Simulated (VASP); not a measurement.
# Cd (Pm-3m) in VASP: a series of runs

Runs on Cd. Level: PBEsol. Tasks: single point.

All numbers are computed with VASP 6.6.1; they aren't measurements. Logs are shortened: lines on timing, memory, paths and dates and some standing lists are left out, and cuts for length are marked.

**1. The cell of the first run**

Symmetry: Pm-3m, No. 221, cubic system. Conventional cell: a = 2.904 Å, b = 2.904 Å, c = 2.904 Å, α = 90.00°, β = 90.00°, γ = 90.00°. Within 3.8 Å of Cd (site symmetry m-3m) lie 6 Cd at 2.90 Å.

This isn't the form of Cd at room conditions, which is hcp.

**2. Single point, PBEsol**

Input file INCAR:

```
SYSTEM = Cd
ALGO = Normal
EDIFF = 1E-6
ENCUT = 520
GGA = PS
ISIF = 2
ISMEAR = -1
LASPH = .TRUE.
LCHARG = .FALSE.
LREAL = .FALSE.
LWAVE = .FALSE.
NBANDS = 12
NELM = 80
PREC = Accurate
SIGMA = 0.1
```

Input file KPOINTS:

```
k-points
0
G
  11 11 11
  0 0 0
```

Input file POSCAR:

```
Cd
1.0
    2.9039510487      0.0000000000      0.0000000000
    0.0000000000      2.9039510487      0.0000000000
    0.0000000000      0.0000000000      2.9039510487
Cd
1
Direct
    0.0000000000      0.0000000000      0.0000000000
```

Potentials or basis: VASP PAW PBE potentials, release 64 (Cd).

Started as:

```console
$ cat potpaw_PBE.64/Cd/POTCAR > POTCAR
$ mpirun -np 1 vasp_std > vasp.out
```

OUTCAR:

```text
SYSTEM = Cd
   EDIFF = 1E-6
   ENCUT = 520
   GGA = PS
   ISIF = 2
   ISMEAR = -1
   LASPH = .TRUE.
   LREAL = .FALSE.
   NELM = 80
   PREC = Accurate

 ion  position               nearest neighbor table
   1  0.000  0.000  0.000-

  LATTYP: Found a simple cubic cell.
 ALAT       =     2.9039510487

  Lattice vectors:

 A1 = (   2.9039510487,   0.0000000000,   0.0000000000)
 A2 = (   0.0000000000,   2.9039510487,   0.0000000000)
 A3 = (   0.0000000000,   0.0000000000,   2.9039510487)

Analysis of symmetry for initial positions (statically):
=====================================================================
 Subroutine PRICEL returns:
 Original cell was already a primitive cell.

 Routine SETGRP: Setting up the symmetry group for a
 simple cubic supercell.

 Subroutine GETGRP returns: Found 48 space group operations
 (whereof 48 operations were pure point group operations)
 out of a pool of 48 trial point group operations.

The static configuration has the point symmetry O_h .

Analysis of symmetry for dynamics (positions and initial velocities):
=====================================================================
 Subroutine PRICEL returns:
 Original cell was already a primitive cell.

 Routine SETGRP: Setting up the symmetry group for a
 simple cubic supercell.

 Subroutine GETGRP returns: Found 48 space group operations
 (whereof 48 operations were pure point group operations)
 out of a pool of 48 trial point group operations.

The dynamic configuration has the point symmetry O_h .

 Subroutine INISYM returns: Found 48 space group operations
 (whereof 48 operations are pure point group operations),
 and found     1 'primitive' translations

----------------------------------------------------------------------------------------

                                     Primitive cell

  volume of cell :      24.4888

  direct lattice vectors                    reciprocal lattice vectors
     2.903951049  0.000000000  0.000000000     0.344358422  0.000000000  0.000000000
     0.000000000  2.903951049  0.000000000     0.000000000  0.344358422  0.000000000
     0.000000000  0.000000000  2.903951049     0.000000000  0.000000000  0.344358422

  length of vectors
     2.903951049  2.903951049  2.903951049     0.344358422  0.344358422  0.344358422

  position of ions in fractional coordinates (direct lattice)
     0.000000000  0.000000000  0.000000000

  ion indices of the primitive-cell ions
   primitive index   ion index
                 1           1

----------------------------------------------------------------------------------------

 KPOINTS: k-points

Automatic generation of k-mesh.
 Grid dimensions read from file:
 generate k-points for:   11   11   11

 Generating k-lattice:

  Cartesian coordinates                     Fractional coordinates (reciprocal lattice)
     0.031305311  0.000000000  0.000000000     0.090909091  0.000000000  0.000000000
     0.000000000  0.031305311  0.000000000     0.000000000  0.090909091  0.000000000
     0.000000000  0.000000000  0.031305311     0.000000000  0.000000000  0.090909091

  Length of vectors
     0.031305311  0.031305311  0.031305311

  Shift w.r.t. Gamma in fractional coordinates (k-lattice)
     0.000000000  0.000000000  0.000000000

 Subroutine IBZKPT returns following result:
 ===========================================

 Found     56 irreducible k-points:

 Following reciprocal coordinates:
            Coordinates               Weight
  0.000000  0.000000  0.000000      1.000000
  0.090909  0.000000  0.000000      6.000000
  0.181818  0.000000  0.000000      6.000000
  0.272727  0.000000  0.000000      6.000000
  0.363636  0.000000  0.000000      6.000000
  0.454545  0.000000  0.000000      6.000000
[... 16 lines left out ...]
  0.181818  0.090909  0.090909     24.000000
  0.272727  0.090909  0.090909     24.000000
 [... further k-points ...]
   k-points           NKPTS =     56   k-points in BZ     NKDIM =     56   number of bands    NBANDS=     12
   number of dos      NEDOS =    301   number of ions     NIONS =      1
   total plane-waves  NPLWV =  13824
   dimension x,y,z NGX =    24 NGY =   24 NGZ =   24
   dimension x,y,z NGXF=    48 NGYF=   48 NGZF=   48
   ions per type =               1
   NGX,Y,Z   is equivalent  to a cutoff of  13.74, 13.74, 13.74 a.u.
   NGXF,Y,Z  is equivalent  to a cutoff of  27.48, 27.48, 27.48 a.u.
 SYSTEM =  Cd
   PREC   = accura    normal or accurate (medium, high low for compatibility)
   ISTART =      0    job   : 0-new  1-cont  2-samecut
   ICHARG =      2    charge: 1-file 2-atom 10-const
   ISPIN  =      1    spin polarized calculation?
   LNONCOLLINEAR =      F non collinear calculations
   LSORBIT =      F    spin-orbit coupling
   LASPH  =      T    aspherical Exc in radial PAW
   ENCUT  =  520.0 eV  38.22 Ry    6.18 a.u.   5.40  5.40  5.40*2*pi/ulx,y,z
   NELM   =     80;   NELMIN=  2; NELMDL= -5     # of ELM steps
   EDIFF  = 0.1E-05   stopping-criterion for ELM
   LREAL  =      F    real-space projection
   EDIFFG = 0.1E-04   stopping-criterion for IOM
   NSW    =      0    number of steps for IOM
   IBRION =     -1    ionic relax: 0-MD 1-quasi-New 2-CG
   NFREE  =      0    steps in history (QN), initial steepest desc. (CG)
   ISIF   =      2    stress and relaxation
   ISYM   =      2    0-nonsym 1-usesym 2-fastsym
   POTIM  = 0.5000    time-step for ionic-motion
   TEBEG  =    0.0;   TEEND  =   0.0 temperature during run
   PSTRESS=    0.0 pullay stress
   NELECT =      12.0000    total number of electrons
   NUPDOWN=      -1.0000    fix difference up-down
   EMIN   =  10.00;   EMAX   =-10.00  energy-range for DOS
   EFERMI =   0.00;   METHOD = LEGACY
   ISMEAR =    -1;   SIGMA  =   0.10  broadening in eV -4-tet -1-fermi 0-gaus
   EFERMI_NEDOS =   21; number of points for ismear=-14 and -15
   IALGO  =     38    algorithm
   IMIX   =      4    mixing-type and parameters
     AMIX     =   0.40;   BMIX     =  1.00
     AMIX_MAG =   1.60;   BMIX_MAG =  1.00
  volume/ion in A,a.u.               =      24.49       165.26
  Fermi-wavevector in a.u.,A,eV,Ry     =   1.290662  2.438998 22.664709  1.665809
  Thomas-Fermi vector in A             =   2.422480
   LORBIT       =      0    0 simple, 1 ext, 2 COOP (PROOUT), +10 PAW based schemes
   GGA     = PS    functional components
[... 43 lines left out ...]

 k-point     2 :       0.0909    0.0000    0.0000
  band No.  band energies     occupation
      1      -7.9052      2.00000
      2      -7.8435      2.00000
      3      -6.3573      2.00000
      4      -6.3573      2.00000
      5      -6.3143      2.00000
      6      -6.0533      2.00000
      7      10.3191      0.00000
      8      12.2862      0.00000
      9      12.2862      0.00000
     10      15.8243      0.00000
     11      16.3203      0.00000
     12      18.1603      0.00000

 k-point     3 :       0.1818    0.0000    0.0000
  band No.  band energies     occupation
      1      -7.8761      2.00000
      2      -7.6676      2.00000
      3      -6.4621      2.00000
      4      -6.4621      2.00000
      5      -6.3053      2.00000
      6      -5.5348      2.00000
      7       7.6086      0.00000
      8      12.8902      0.00000
      9      12.8902      0.00000
     10      15.9620      0.00000
     11      16.5445      0.00000
     12      21.4563      0.00000

 k-point     4 :       0.2727    0.0000    0.0000
  band No.  band energies     occupation
      1      -7.8378      2.00000
      2      -7.4690      2.00000
      3      -6.5958      2.00000
      4      -6.5958      2.00000
      5      -6.2935      2.00000
      6      -4.6247      2.00000
      7       4.9624      0.00000
      8      13.8281      0.00000
      9      13.8281      0.00000
     10      16.1847      0.00000
     11      16.8177      0.00000
     12      22.4990      0.00000

 k-point     5 :       0.3636    0.0000    0.0000
  band No.  band energies     occupation
      1      -7.8022      2.00000
      2      -7.3077      2.00000
      3      -6.7153      2.00000
      4      -6.7153      2.00000
      5      -6.2827      2.00000
      6      -3.3276      2.00000
      7       2.5070      0.00172
      8      14.9814      0.00000
      9      14.9814      0.00000
     10      16.4596      0.00000
     11      17.1325      0.00000
     12      21.1954      0.00000

 k-point     6 :       0.4545    0.0000    0.0000
  band No.  band energies     occupation
      1      -7.7810      2.00000
      2      -7.2181      2.00000
      3      -6.7849      2.00000
      4      -6.7849      2.00000
      5      -6.2762      2.00000
      6      -1.6846      2.00000
      7       0.2893      2.00000
      8      16.0242      0.00000
      9      16.0242      0.00000
     10      16.6815      0.00000
     11      17.3763      0.00000
     12      20.1942      0.00000

 k-point     7 :       0.0909    0.0909    0.0000
  band No.  band energies     occupation
      1      -7.8651      2.00000
      2      -7.7967      2.00000
      3      -6.4119      2.00000
      4      -6.3575      2.00000
      5      -6.3499      2.00000
      6      -5.8789      2.00000
      7      10.3974      0.00000
      8      10.6035      0.00000
      9      12.4947      0.00000
     10      16.1002      0.00000
     11      17.8028      0.00000
     12      18.5172      0.00000

 k-point     8 :       0.1818    0.0909    0.0000
  band No.  band energies     occupation
      1      -7.8253      2.00000
      2      -7.6208      2.00000
      3      -6.5307      2.00000
      4      -6.4582      2.00000
      5      -6.3437      2.00000
      6      -5.3598      2.00000
      7       7.7713      0.00000
      8      11.0365      0.00000
      9      13.0993      0.00000
     10      16.2794      0.00000
     11      18.2798      0.00000
     12      21.3366      0.00000
[... 166 lines left out ...]
 k-point    20 :       0.4545    0.3636    0.0000
  band No.  band energies     occupation
      1      -7.5398      2.00000
      2      -7.4588      2.00000
      3      -6.7230      2.00000
      4      -6.6461      2.00000
      5      -6.1736      2.00000
      6       0.6094      1.99999
      7       2.5874      0.00077
      8       6.4959      0.00000
      9       9.3208      0.00000
     10      19.1896      0.00000
     11      19.3935      0.00000
     12      20.6521      0.00000

 k-point    21 :       0.4545    0.4545    0.0000
  band No.  band energies     occupation
      1      -7.6551      2.00000
      2      -7.4256      2.00000
      3      -6.7123      2.00000
      4      -6.7105      2.00000
      5      -5.9527      2.00000
      6       1.9204      0.46577
      7       3.0556      0.00001
      8       4.7893      0.00000
      9       8.0218      0.00000
     10      20.0211      0.00000
     11      20.4688      0.00000
     12      20.7863      0.00000

 k-point    22 :       0.0909    0.0909    0.0909
  band No.  band energies     occupation
      1      -7.7862      2.00000
      2      -7.7862      2.00000
      3      -6.4305      2.00000
      4      -6.3913      2.00000
      5      -6.3913      2.00000
      6      -5.7042      2.00000
      7      10.5817      0.00000
      8      10.5817      0.00000
      9      10.8800      0.00000
     10      17.8682      0.00000
     11      17.8682      0.00000
     12      18.8466      0.00000

 k-point    23 :       0.1818    0.0909    0.0909
  band No.  band energies     occupation
      1      -7.7576      2.00000
      2      -7.5906      2.00000
      3      -6.5476      2.00000
      4      -6.5008      2.00000
      5      -6.3864      2.00000
      6      -5.1865      2.00000
      7       7.9356      0.00000
      8      11.1157      0.00000
      9      11.3126      0.00000
     10      18.0234      0.00000
     11      18.6513      0.00000
     12      21.3716      0.00000

 k-point    24 :       0.2727    0.0909    0.0909
  band No.  band energies     occupation
      1      -7.7196      2.00000
      2      -7.3663      2.00000
      3      -6.6899      2.00000
      4      -6.6408      2.00000
      5      -6.3721      2.00000
      6      -4.2928      2.00000
      7       5.2862      0.00000
      8      11.9499      0.00000
      9      12.1288      0.00000
     10      18.0094      0.00000
     11      18.6956      0.00000
     12      20.9221      0.00000

 [... further k-points ...]
[... 5 lines left out ...]
  --------------------------------------------------------------------------------------
  -------------------------------------------------------------------------------------
  Total        0.0449961      0.0449961      0.0449961      0.0000000     -0.0000000      0.0000000
  in kB        2.9438642      2.9438642      2.9438642      0.0000000     -0.0000000      0.0000000
  external PRESSURE =       2.9438642 kB  Pullay stress =       0.0000000 kB

 VOLUME and BASIS-vectors are now :
 -----------------------------------------------------------------------------
  energy-cutoff  :      520.00
  volume of cell :       24.49
      direct lattice vectors                 reciprocal lattice vectors
     2.903951049  0.000000000  0.000000000     0.344358422  0.000000000  0.000000000
     0.000000000  2.903951049  0.000000000     0.000000000  0.344358422  0.000000000
     0.000000000  0.000000000  2.903951049     0.000000000  0.000000000  0.344358422

 POSITION                                       TOTAL-FORCE (eV/Angst)
 -----------------------------------------------------------------------------------
      0.00000      0.00000      0.00000         0.000000      0.000000      0.000000
 -----------------------------------------------------------------------------------
    total drift:                                0.000000      0.000000      0.000000

  FREE ENERGIE OF THE ION-ELECTRON SYSTEM (eV)
  ---------------------------------------------------
  free  energy   TOTEN  =        -1.0259779762 eV

  energy  without entropy=       -1.0123087199  energy(sigma->0) =       -1.01914335
```

Wall time 5.6 s (1 thread of Intel Xeon Platinum 8488C (Sapphire Rapids), shared host); peak memory 0.14 GiB.

Results:

| Property | Result |
| --- | --- |
| Free energy | -1.0260 eV |
| Pressure | 0.3 GPa |
| Band gap on the k mesh | zero (bands 6 and 7 overlap by 5.19 eV) |

Caveat: the PAW data sets were made with another functional, which shifts forces and pressure a little.

**3. Single point, PBEsol (21.55 Å³/atom)**

This run uses another cell than the first one, of 21.55 Å³/atom.

Input file INCAR:

```
PREC = Accurate
ENCUT = 520
EDIFF = 1E-7
ISMEAR = -1
SIGMA = 0.1
LREAL = False
LASPH = True
NELM = 100
ALGO = Normal
ISIF = 2
LWAVE = False
LCHARG = False
GGA = PS
NBANDS = 12
```

Input file KPOINTS:

```
regular mesh
0
Gamma
  12 12 12
```

Input file POSCAR:

```
Cd
1.0
    2.7828097438      0.0000000000      0.0000000000
    0.0000000000      2.7828097438      0.0000000000
    0.0000000000      0.0000000000      2.7828097438
Cd
1
Direct
    0.0000000000      0.0000000000      0.0000000000
```

Potentials or basis: VASP PAW PBE potentials, release 64 (Cd).

Started as:

```console
$ cat potpaw_PBE.64/Cd/POTCAR > POTCAR
$ mpirun -np 1 vasp_std > vasp.out
```

Run time: 7.2 s. Hardware: 1 thread of Intel Xeon Platinum 8488C (Sapphire Rapids), shared host; peak memory 0.15 GiB.

Results (log left out):

```yaml
Free_energy: -0.9436 eV
Pressure: 8.5 GPa
Band_gap_on_the_k_mesh: zero (bands 6 and 7 overlap by 7.70 eV)
```

Levels at points of the mesh, in eV from the Fermi level:
```
           k point  band 3  band 4  band 5  band 6  band 7  band 8  band 9  band 10
(0.00, 0.00, 0.00)   -8.88   -8.20   -8.20   -8.20   11.10   11.10   11.10    15.17
(0.50, 0.00, 0.00)   -8.82   -8.82   -8.14   -2.93   -2.54   15.53   15.86    15.86
(0.50, 0.50, 0.00)   -8.72   -8.72   -7.66    1.05    1.05    3.01    6.18    19.72
(0.50, 0.50, 0.50)   -9.74   -7.62   -7.62    5.16    5.16    5.16    8.55    10.09
```

Caveat: the cell stands under pressure; the PAW data sets were made with another functional, which shifts forces and pressure a little.

**4. Single point, PBEsol (22.53 Å³/atom)**

This run uses another cell than the first one, of 22.53 Å³/atom.

Input file INCAR:

```
SYSTEM = Cd
ALGO = Normal
EDIFF = 1E-6
ENCUT = 520
GGA = PS
ISIF = 2
ISMEAR = -1
LASPH = .True.
LCHARG = .False.
LREAL = .False.
LWAVE = .False.
NBANDS = 12
NELM = 60
PREC = Accurate
SIGMA = 0.1
```

Input file KPOINTS:

```
k-points
0
Gamma
  12 12 12
  0 0 0
```

Input file POSCAR:

```
Cd
1.0
    2.8243503419      0.0000000000      0.0000000000
    0.0000000000      2.8243503419      0.0000000000
    0.0000000000      0.0000000000      2.8243503419
Cd
1
Direct
    0.0000000000      0.0000000000      0.0000000000
```

Started as:

```console
$ cat potpaw_PBE.64/Cd/POTCAR > POTCAR
$ mpirun -np 1 vasp_std > vasp.out
```

Wall time 7.5 s (1 thread of Intel Xeon Platinum 8488C (Sapphire Rapids), shared host); peak memory 0.15 GiB.

Results (log left out):

* Free energy: -0.9847 eV
* Pressure: 5.1 GPa
* Band gap on the k mesh: zero (bands 6 and 7 overlap by 7.59 eV)

Levels at points of the mesh, in eV from the Fermi level:
| k point | band 2 | band 3 | band 4 | band 5 | band 6 | band 7 | band 8 | band 9 | band 10 | band 11 |
| --- | --- | --- | --- | --- | --- | --- | --- | --- | --- | --- |
| (0.00, 0.00, 0.00) | -10.05 | -8.56 | -8.16 | -8.16 | -8.16 | 10.82 | 10.82 | 10.82 | 14.75 | 14.75 |
| (0.50, 0.00, 0.00) | -9.26 | -8.73 | -8.73 | -8.11 | -2.73 | -2.58 | 15.33 | 15.35 | 15.35 | 16.29 |
| (0.50, 0.50, 0.00) | -9.47 | -8.63 | -8.63 | -7.66 | 1.08 | 1.08 | 2.72 | 6.06 | 19.33 | 19.33 |
| (0.50, 0.50, 0.50) | -9.55 | -9.55 | -7.63 | -7.63 | 5.01 | 5.01 | 5.01 | 8.54 | 9.41 | 10.30 |

Caveat: the cell stands under pressure; the PAW data sets were made with another functional, which shifts forces and pressure a little.

**5. Single point, PBEsol (23.51 Å³/atom)**

This run uses another cell than the first one, of 23.51 Å³/atom.

Input file INCAR:

```
SYSTEM = Cd
ALGO     = Normal         ! electronic algorithm
EDIFF    = 1E-6           ! SCF threshold, eV
ENCUT    = 520            ! plane-wave cutoff, eV
GGA      = PS             ! functional
ISIF     = 2              ! what is computed and relaxed
ISMEAR   = -1             ! smearing method
LASPH    = .True.         ! aspherical terms in the spheres
LCHARG   = .True.         ! write CHGCAR
LELF     = .True.         ! ELF
LREAL    = .False.        ! projectors in reciprocal space
LVHAR    = .True.       
LWAVE    = .False.        ! write WAVECAR
NBANDS   = 12             ! bands
NELM     = 60             ! most SCF steps
PREC     = Accurate       ! precision mode
SIGMA    = 0.1            ! smearing width, eV
```

KPOINTS is that of step 4.

Input file POSCAR:

```
Cd
1.0
    2.8647036559      0.0000000000      0.0000000000
    0.0000000000      2.8647036559      0.0000000000
    0.0000000000      0.0000000000      2.8647036559
Cd
1
Direct
    0.0000000000      0.0000000000      0.0000000000
```

Started as:

```console
$ cat potpaw_PBE.64/Cd/POTCAR > POTCAR
$ mpirun -np 1 vasp_std > vasp.out
```

Wall time 7.9 s (1 thread of Intel Xeon Platinum 8488C (Sapphire Rapids), shared host); peak memory 0.15 GiB.

It converged, with:

| Quantity | Value |
| --- | --- |
| Free energy | -1.0073 eV |
| Pressure | 2.4 GPa |
| Band gap on the k mesh | zero (bands 6 and 7 overlap by 7.41 eV) |

Levels at points of the mesh, in eV from the Fermi level:
```tsv
k point	band 4	band 5	band 6	band 7	band 8	band 9
(0.00, 0.00, 0.00)	-8.13	-8.13	-8.13	10.55	10.55	10.55
(0.50, 0.00, 0.00)	-8.65	-8.08	-2.62	-2.55	14.88	14.88
(0.50, 0.50, 0.00)	-8.56	-7.67	1.11	1.11	2.45	5.96
(0.50, 0.50, 0.50)	-7.64	-7.64	4.87	4.87	4.87	8.52
```

Caveat: the PAW data sets were made with another functional, which shifts forces and pressure a little.

**6. Overview**

| cell | k mesh | gap on the mesh (eV) | pressure (GPa) |
| --- | --- | --- | --- |
| a = 2.904 Å, 1 atom | 11 × 11 × 11 | none | 0.3 |
| a = 2.783 Å, 1 atom | 12 × 12 × 12 | none | 8.5 |
| a = 2.824 Å, 1 atom | 12 × 12 × 12 | none | 5.1 |
| a = 2.865 Å, 1 atom | 12 × 12 × 12 | none | 2.4 |

Alike in all rows: task single point; level PBEsol; potentials or basis VASP PAW PBE potentials, release 64 (Cd); no spin polarisation; cutoff (eV) 520; smearing fermi-dirac 0.1 eV.

Caveats: the PAW data sets were made with another functional, which shifts forces and pressure a little; the cell stands under pressure (at least some runs).

Absolute energies hang on the potentials; compare differences alone.
